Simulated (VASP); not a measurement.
Write the native input for VASP 6.6.1 that does the following.

```
Task                   : single point
Functional             : PBEsol
Potentials or basis    : VASP PAW PBE potentials, release 64 (Co, Si)
Cutoff                 : 520 eV
k mesh                 : 14 × 14 × 14
Occupations            : gaussian, width 0.15 eV
Spin                   : collinear spin, ferromagnetic start
Starting moments       : [0.55, 0.0, 0.0] μB
Fixed moment           : 0.55 μB
Dipole correction      : no
Further INCAR settings : ALGO = Normal; EDIFF = 1e-06; NBANDS = 20
```

The structure of CoSi2 lies in POSCAR:

```
CoSi2
1.0
    0.0000000000      2.5455130630      2.5455130630
    2.5455130630      0.0000000000      2.5455130630
    2.5455130630      2.5455130630      0.0000000000
Co Si
1 2
Direct
    0.0000000000      0.0000000000      0.0000000000
    0.2500000000      0.2500000000      0.2500000000
    0.7500000000      0.7500000000      0.7500000000
```

The input as run:

INCAR

```
SYSTEM = CoSi2
PREC = Accurate ; ENCUT = 520
EDIFF = 1E-6 ; ISMEAR = 0
SIGMA = 0.15 ; LREAL = .FALSE.
LASPH = .TRUE. ; NELM = 150
ALGO = Normal ; ISIF = 2
LWAVE = .FALSE. ; LCHARG = .FALSE.
ISPIN = 2 ; MAGMOM = 0.55 0 0
LORBIT = 11 ; NUPDOWN = 0.55
LMAXMIX = 4 ; GGA = PS
NBANDS = 20
```

KPOINTS

```
Automatic mesh
0
G
  14 14 14
  0 0 0
```

Potentials or basis: VASP PAW PBE potentials, release 64 (Co, Si).

Command:

```console
$ cat potpaw_PBE.64/Co/POTCAR potpaw_PBE.64/Si/POTCAR > POTCAR
$ mpirun -np 1 vasp_std > vasp.out
```

Results of the run:

- Pressure: 34.4 GPa
- Net moment: 0.55 μB per cell
- Site moments: Co +0.33; Si +0.05 μB
- Valence electrons inside the program's atomic spheres: Co 9.33; Si 1.70

Caveat: the cell stands under pressure; the PAW data sets were made with another functional, which shifts forces and pressure a little; the total moment is fixed, so each spin has its own Fermi level.

It took 54 s on 1 thread of Intel(R) Xeon(R) 6975P-C (Granite Rapids), with other jobs on the host, peak memory 0.24 GiB.
